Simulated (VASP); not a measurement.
A run of VASP 6.6.1 is set up as follows.

INCAR

```
SYSTEM = Ag
PREC     = Accurate       ! precision mode
ENCUT    = 520            ! plane-wave cutoff, eV
EDIFF    = 1E-6           ! SCF threshold, eV
ISMEAR   = 0              ! smearing method
SIGMA    = 0.1            ! smearing width, eV
LREAL    = .False.        ! projectors in reciprocal space
LASPH    = .True.         ! aspherical terms in the spheres
NELM     = 80             ! most SCF steps
ALGO     = Fast           ! electronic algorithm
ISIF     = 2              ! what is computed and relaxed
LWAVE    = .False.        ! write WAVECAR
LCHARG   = .False.        ! write CHGCAR
GGA      = PE             ! functional
NBANDS   = 18             ! bands
```

Contents of KPOINTS:

```
Automatic mesh
0
Gamma
  18 18 12
  0 0 0
```

File POSCAR:

```
Ag
1.0
    2.1359615861      2.1359615861      0.0000000000
   -2.1359615861      2.1359615861      0.0000000000
    0.0000000000      0.0000000000      4.2719231722
Ag
2
Direct
    0.0000000000      0.0000000000      0.0000000000
    0.5000000000      0.5000000000      0.5000000000
```

Potentials or basis: VASP PAW PBE potentials, release 64 (Ag).

Run with:

```console
$ cat potpaw_PBE.64/Ag/POTCAR > POTCAR
$ mpirun -np 1 vasp_std > vasp.out
```

Question: What does it give for the band gap on the k mesh?

Answer: Zero (bands 11 and 12 overlap by 8.74 eV).

Question: What does it give for the pressure?

Answer: -6.2 GPa.

Caveat: the cell differs from its parent crystal (equal strain along all axes, cell held: +3.0 %); the cell stands under tension.
